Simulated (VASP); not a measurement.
# N2 in VASP: single point with LDA

Aim: the single point of N2 with LDA.

Program: VASP 6.6.1. These are calculated values, not measurements. Logs are shortened: lines on timing, memory, paths and dates and some standing lists are left out, and cuts for length are marked.

### 1 The cell of the first run

The cell holds a molecule in a box, 2 atoms: a = 15.000 Å, b = 15.500 Å, c = 16.000 Å, α = 90.00°, β = 90.00°, γ = 90.00°.

### 2 Single point, LDA

INCAR reads:

```
SYSTEM = N
ALGO = Normal
EDIFF = 1E-6
ENCUT = 910
GGA_COMPAT = .False.
ISIF = 2
ISMEAR = 0
ISYM = 0
LASPH = .True.
LCHARG = .True.
LELF = .True.
LREAL = .False.
LVHAR = .True.
LWAVE = .False.
NBANDS = 12
NELM = 120
NELMDL = -8
PREC = Accurate
SIGMA = 0.005
```

KPOINTS reads:

```
k-points
0
Gamma
  1 1 1
  0 0 0
```

POSCAR reads:

```
N
1.0
   15.0000000000      0.0000000000      0.0000000000
    0.0000000000     15.5000000000      0.0000000000
    0.0000000000      0.0000000000     16.0000000000
N
2
Direct
    0.5018453213      0.4990216764      0.4658943344
    0.4981546787      0.5009783236      0.5341056656
```

Potentials or basis: VASP PAW LDA potentials, release 64 (N_h).

Command:

```sh
cat potpaw_LDA.64/N_h/POTCAR > POTCAR
mpirun -np 1 vasp_gam > vasp.out
```

OUTCAR:

```text
SYSTEM = N
   EDIFF = 1E-6
   ENCUT = 910
   ISIF = 2
   ISMEAR = 0
   ISYM = 0
   LASPH = .True.
   LREAL = .False.
   NELM = 120
   NELMDL = -8
   PREC = Accurate

 ion  position               nearest neighbor table
   1  0.502  0.499  0.466-   2 1.09
   2  0.498  0.501  0.534-   1 1.09

IMPORTANT INFORMATION: All symmetrisations will be switched off!
NOSYMM: (Re-)initialisation of all symmetry stuff for point group C_1.

----------------------------------------------------------------------------------------

                                     Primitive cell

  volume of cell :    3720.0000

  direct lattice vectors                    reciprocal lattice vectors
    15.000000000  0.000000000  0.000000000     0.066666667  0.000000000  0.000000000
     0.000000000 15.500000000  0.000000000     0.000000000  0.064516129  0.000000000
     0.000000000  0.000000000 16.000000000     0.000000000  0.000000000  0.062500000

  length of vectors
    15.000000000 15.500000000 16.000000000     0.066666667  0.064516129  0.062500000

  position of ions in fractional coordinates (direct lattice)
     0.501845321  0.499021676  0.465894334
     0.498154679  0.500978324  0.534105666

  ion indices of the primitive-cell ions
   primitive index   ion index
                 1           1
                 2           2

----------------------------------------------------------------------------------------

 KPOINTS: k-points

Automatic generation of k-mesh.
 Grid dimensions read from file:
 generate k-points for:    1    1    1

 Generating k-lattice:

  Cartesian coordinates                     Fractional coordinates (reciprocal lattice)
     0.066666667  0.000000000  0.000000000     1.000000000  0.000000000  0.000000000
     0.000000000  0.064516129  0.000000000     0.000000000  1.000000000  0.000000000
     0.000000000  0.000000000  0.062500000     0.000000000  0.000000000  1.000000000

  Length of vectors
     0.066666667  0.064516129  0.062500000

  Shift w.r.t. Gamma in fractional coordinates (k-lattice)
     0.000000000  0.000000000  0.000000000

 Subroutine IBZKPT returns following result:
 ===========================================

 Found      1 irreducible k-points:

 Following reciprocal coordinates:
            Coordinates               Weight
  0.000000  0.000000  0.000000      1.000000
   k-points           NKPTS =      1   k-points in BZ     NKDIM =      1   number of bands    NBANDS=     12
   number of dos      NEDOS =    301   number of ions     NIONS =      2
   total plane-waves  NPLWV = ******
   dimension x,y,z NGX =   150 NGY =  160 NGZ =  160
   dimension x,y,z NGXF=   300 NGYF=  320 NGZF=  320
   ions per type =               2
   NGX,Y,Z   is equivalent  to a cutoff of  16.62, 17.16, 16.62 a.u.
   NGXF,Y,Z  is equivalent  to a cutoff of  33.25, 34.32, 33.25 a.u.
 SYSTEM =  N
   PREC   = accura    normal or accurate (medium, high low for compatibility)
   ISTART =      0    job   : 0-new  1-cont  2-samecut
   ICHARG =      2    charge: 1-file 2-atom 10-const
   ISPIN  =      1    spin polarized calculation?
   LNONCOLLINEAR =      F non collinear calculations
   LSORBIT =      F    spin-orbit coupling
   LASPH  =      T    aspherical Exc in radial PAW
   ENCUT  =  910.0 eV  66.88 Ry    8.18 a.u.  36.90 38.12 39.35*2*pi/ulx,y,z
   NELM   =    120;   NELMIN=  2; NELMDL= -8     # of ELM steps
   EDIFF  = 0.1E-05   stopping-criterion for ELM
   LREAL  =      F    real-space projection
   EDIFFG = 0.1E-04   stopping-criterion for IOM
   NSW    =      0    number of steps for IOM
   IBRION =     -1    ionic relax: 0-MD 1-quasi-New 2-CG
   NFREE  =      0    steps in history (QN), initial steepest desc. (CG)
   ISIF   =      2    stress and relaxation
   ISYM   =      0    0-nonsym 1-usesym 2-fastsym
   POTIM  = 0.5000    time-step for ionic-motion
   TEBEG  =    0.0;   TEEND  =   0.0 temperature during run
   PSTRESS=    0.0 pullay stress
   NELECT =      10.0000    total number of electrons
   NUPDOWN=      -1.0000    fix difference up-down
   EMIN   =  10.00;   EMAX   =-10.00  energy-range for DOS
   EFERMI =   0.00;   METHOD = LEGACY
   ISMEAR =     0;   SIGMA  =   0.01  broadening in eV -4-tet -1-fermi 0-gaus
   EFERMI_NEDOS =   21; number of points for ismear=-14 and -15
   IALGO  =     38    algorithm
   IMIX   =      4    mixing-type and parameters
     AMIX     =   0.40;   BMIX     =  1.00
     AMIX_MAG =   1.60;   BMIX_MAG =  1.00
  volume/ion in A,a.u.               =    1860.00     12551.90
  Fermi-wavevector in a.u.,A,eV,Ry     =   0.227629  0.430156  0.704984  0.051815
  Thomas-Fermi vector in A             =   1.017343
   LORBIT       =      0    0 simple, 1 ext, 2 COOP (PROOUT), +10 PAW based schemes
   GGA     = CA    functional components
   LHFCALC =     F    Hartree Fock is set to
   AEXX    =    0.0000 exact exchange contribution
   IVDW    =     0    specifies the selected vdW correction
   LEPSILON=     F    determine dielectric tensor
   LRPA    =     F    only Hartree local field effects (RPA)
 non-spin polarized calculation
 Gauss-broadening in eV      SIGMA  =   0.01
  energy-cutoff  :      910.00
  volume of cell :     3720.00
 maximum number of plane-waves:    115862
 NGX is ok and might be reduce to   150
   NGX = 73   NGY = 77   NGZ = 79

 number of electron      10.0000000 magnetization

 Free energy of the ion-electron system (eV)
  ---------------------------------------------------
  ext. energy  EPLUGINS =         0.00000000
  ---------------------------------------------------
  free energy    TOTEN  =       -17.62957766 eV

  energy without entropy =      -17.62957766  energy(sigma->0) =      -17.62957766

 E-fermi : -10.3175     XC(G=0):  -0.1765

 val. band max:      -10.3589321215   @ k =   0.0000   0.0000   0.0000
 cond. band min:      -2.1053472417   @ k =   0.0000   0.0000   0.0000
 fundamental gap:      8.2535848799
 Fermi energy:       -10.3175339213

 k-point     1 :       0.0000    0.0000    0.0000
  band No.  band energies     occupation
      1     -28.2922      2.00000
      2     -13.3581      2.00000
      3     -11.8809      2.00000
      4     -11.8809      2.00000
      5     -10.3589      2.00000
      6      -2.1053      0.00000
      7      -2.1053      0.00000
      8      -0.0933      0.00000
      9       0.4140      0.00000
     10       0.5135      0.00000
     11       0.5328      0.00000
     12       0.6098      0.00000

------------------------ aborting loop because EDIFF is reached ----------------------------------------

  FORCE on cell =-STRESS in cart. coord.  units (eV):
  Direction    XX          YY          ZZ          XY          YZ          ZX
  --------------------------------------------------------------------------------------
  -------------------------------------------------------------------------------------
  Total       -0.0678132     -0.0683567      0.2732693     -0.0005074      0.0094844     -0.0172976
  in kB       -0.0292067     -0.0294408      0.1176951     -0.0002185      0.0040849     -0.0074500
  external PRESSURE =       0.0196826 kB  Pullay stress =       0.0000000 kB

 VOLUME and BASIS-vectors are now :
 -----------------------------------------------------------------------------
  energy-cutoff  :      910.00
  volume of cell :     3720.00
      direct lattice vectors                 reciprocal lattice vectors
    15.000000000  0.000000000  0.000000000     0.066666667  0.000000000  0.000000000
     0.000000000 15.500000000  0.000000000     0.000000000  0.064516129  0.000000000
     0.000000000  0.000000000 16.000000000     0.000000000  0.000000000  0.062500000

 POSITION                                       TOTAL-FORCE (eV/Angst)
 -----------------------------------------------------------------------------------
      7.52768      7.73484      7.45431         0.016131     -0.008777     -0.316662
      7.47232      7.76516      8.54569        -0.016131      0.008777      0.316662
 -----------------------------------------------------------------------------------
    total drift:                                0.000000     -0.000000     -0.000001

  FREE ENERGIE OF THE ION-ELECTRON SYSTEM (eV)
  ---------------------------------------------------
  free  energy   TOTEN  =       -17.6295776585 eV

  energy  without entropy=      -17.6295776585  energy(sigma->0) =      -17.62957766
```

Run time: 6 min. Hardware: 1 thread of Intel Xeon Platinum 8375C at 2.90GHz (Ice Lake), shared host; peak memory 3.3 GiB.

What came out:

| Item | Value |
| --- | --- |
| Free energy | -17.6296 eV |
| Largest force | 0.317 eV/Å |
| Gap between the frontier levels | 8.25 eV |

Forces in eV/Å, atoms in the order of the input:
```
N    0.016 -0.009 -0.317
N   -0.016  0.009  0.317
```

Caveat: the cutoff is under 1.25 times the usual one of these potentials, so pressure, stress and relaxed cells hold a basis-set (Pulay) error.
